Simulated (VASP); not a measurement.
Input of a VASP 6.6.1 run:

Contents of INCAR:

```
SYSTEM = B3N2
ALGO = Normal
EDIFF = 1E-7
EDIFFG = -0.04
ENCUT = 1330
GGA = PE
GGA_COMPAT = .False.
IBRION = 2
ISIF = 3
ISMEAR = 0
LASPH = .True.
LCHARG = .False.
LREAL = .False.
LWAVE = .False.
NELM = 120
NELMIN = 4
NSW = 90
PREC = Accurate
SIGMA = 0.1
```

File KPOINTS:

```
k-points
0
Gamma
  6 6 6
  0 0 0
```

Contents of POSCAR:

```
B3N2
1.0
    2.3941797400      1.3822803200      1.9333846200
   -2.3941797400      1.3822803200      1.9333846200
    0.0000000000     -2.7645606400      1.9333846200
B N
3 2
Direct
    0.0000000000      0.2500000000      0.7500000000
    0.7500000000      0.0000000000      0.2500000000
    0.2500000000      0.7500000000      0.0000000000
    0.2599999900      0.2599999900      0.2599999900
    0.7400000100      0.7400000100      0.7400000100
```

Potentials or basis: VASP PAW PBE potentials, release 64 (B_h, N_h).

Command:

```sh
$ cat potpaw_PBE.64/B_h/POTCAR potpaw_PBE.64/N_h/POTCAR > POTCAR
$ mpirun -np 1 vasp_std > vasp.out
```

(1) What does it give for the relaxed volume?

(2) What does it give for the relaxed cell?

Results:

(1) 8.37 Å³/atom.

(2) a = 3.835 Å, b = 3.835 Å, c = 3.835 Å, α = 62.17°, β = 62.17°, γ = 62.17°.

Caveat: an odd number of electrons without spin polarisation forces a metal; a magnetic or distorted state may lie lower.
